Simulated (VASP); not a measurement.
LiWO2, 4 atoms in the cell. It takes space group P-3m1 (No. 164, trigonal). The conventional cell has a = 2.770 Å, b = 2.770 Å, c = 5.585 Å, α = 90.00°, β = 90.00°, γ = 120.00°. Within 2.8 Å of Li (site symmetry -3m) lie 6 O at 2.09 Å and 6 Li at 2.77 Å and 2 W at 2.79 Å. W (site symmetry -3m) has 6 O at 2.15 Å and 6 W at 2.77 Å and 2 Li at 2.79 Å within 2.8 Å. Within 2.8 Å of O (site symmetry 3m) lie 3 Li at 2.09 Å and 3 W at 2.15 Å and 6 O at 2.77 Å. 

| Item | Value |
| --- | --- |
| Program | VASP 6.6.1 |
| Task | single point |
| Functional | PBE |
| Potentials or basis | VASP PAW PBE potentials, release 64 (Li_sv, W_sv, O) |
| Cutoff | 520 eV |
| k mesh | 21 × 21 × 8 |
| Occupations | gaussian, width 0.1 eV |
| Spin | no spin polarisation |
| Dipole correction | no |
| Further INCAR settings | ALGO = Normal; EDIFF = 1e-07; NBANDS = 22 |

Potentials or basis: VASP PAW PBE potentials, release 64 (Li_sv, W_sv, O).

Launch:

```console
$ cat potpaw_PBE.64/Li_sv/POTCAR potpaw_PBE.64/W_sv/POTCAR potpaw_PBE.64/O/POTCAR > POTCAR
$ mpirun -np 1 vasp_std > vasp.out
```

Hardware: 1 thread of Intel(R) Xeon(R) Platinum 8259CL CPU @ 2.50GHz (Skylake/Cascade Lake), with other jobs on the host.

How long does it take, and how much memory?

It took 4.4 min on 1 thread of Intel(R) Xeon(R) Platinum 8259CL CPU @ 2.50GHz (Skylake/Cascade Lake), with other jobs on the host, peak memory 0.38 GiB. Counts: scf iterations 14, k points 351.
